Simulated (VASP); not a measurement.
## Si4O7 (a cell with a defect): single point with PBE

The system is Si4O7 (a cell with a defect).

```
CELL_PARAMETERS angstrom
0.00000 4.23580 -2.68994
0.00000 -4.23580 -2.68994
-4.23580 0.00000 2.68994
ATOMIC_POSITIONS crystal
Si 0.25000 0.75000 0.50000
Si 0.75000 0.25000 0.50000
Si 0.00000 0.00000 0.00000
Si 0.50000 0.50000 0.00000
O 0.00000 0.30698 0.30698
O 0.55698 0.75000 0.80698
O 0.05698 0.25000 0.80698
O 0.00000 0.69302 0.69302
O 0.41653 0.09651 0.51304
O 0.94302 0.75000 0.19302
O 0.44302 0.25000 0.19302
```

This cell differs from its parent crystal: atoms taken out, atom 9 moved 0.250 of the way to it and -0.500 Å across, host rigid.

```
Program             : VASP 6.6.1
Task                : single point
Functional          : PBE
Potentials or basis : VASP PAW PBE potentials, release 64 (Si, O)
Cutoff              : 520 eV
k mesh              : 6 × 6 × 6
Occupations         : gaussian, width 0.05 eV
Spin                : no spin polarisation
```

- Pressure: 16.8 GPa
- Largest force: 10.221 eV/Å
- Band gap on the k mesh: 0.87 eV

Forces in eV/Å, atoms in the order of the input:
```
Si   2.264  3.616  3.775
Si   2.264  3.616 -3.775
Si  -0.389  0.041  0.000
Si  -3.396 -2.919  0.000
O    0.206  0.107  0.000
O    1.008 -0.421 -0.766
O    1.008 -0.421  0.766
O   -0.152 -0.104  0.000
O   -9.724 -3.148  0.000
O    3.454 -0.184  2.740
O    3.454 -0.184 -2.740
```

Stress tensor (GPa, compression positive):
```
10.85 -4.43  0.00
-4.43  9.39  0.00
 0.00  0.00 30.19
```

Levels at points of the mesh, in eV from the valence-band top:
```csv
k point,band 26,band 27,band 28,band 29,band 30,band 31,band 32,band 33
"(0.00, 0.00, 0.00)",-4.86,-4.42,-3.89,-2.28,0.98,2.76,3.14,3.33
"(0.50, 0.00, 0.00)",-5.12,-4.87,-4.34,-0.33,1.50,2.20,3.67,4.04
"(0.50, 0.00, 0.50)",-4.71,-4.55,-4.29,-0.38,1.21,1.89,3.61,4.62
"(0.50, 0.50, 0.00)",-5.10,-4.88,-4.74,-1.03,1.22,3.84,3.89,4.05
"(0.00, 0.00, 0.50)",-5.08,-5.08,-4.78,-0.62,1.36,2.85,3.63,4.37
"(0.50, 0.50, 0.50)",-5.79,-5.60,-5.17,-0.01,1.37,2.53,3.07,4.45
```

It took 110 s on 1 thread of Intel(R) Xeon(R) 6975P-C (Granite Rapids), with other jobs on the host, peak memory 0.34 GiB.

Caveat: the cell differs from its parent crystal (atoms taken out, atom 9 moved 0.250 of the way to it and -0.500 Å across, host rigid).
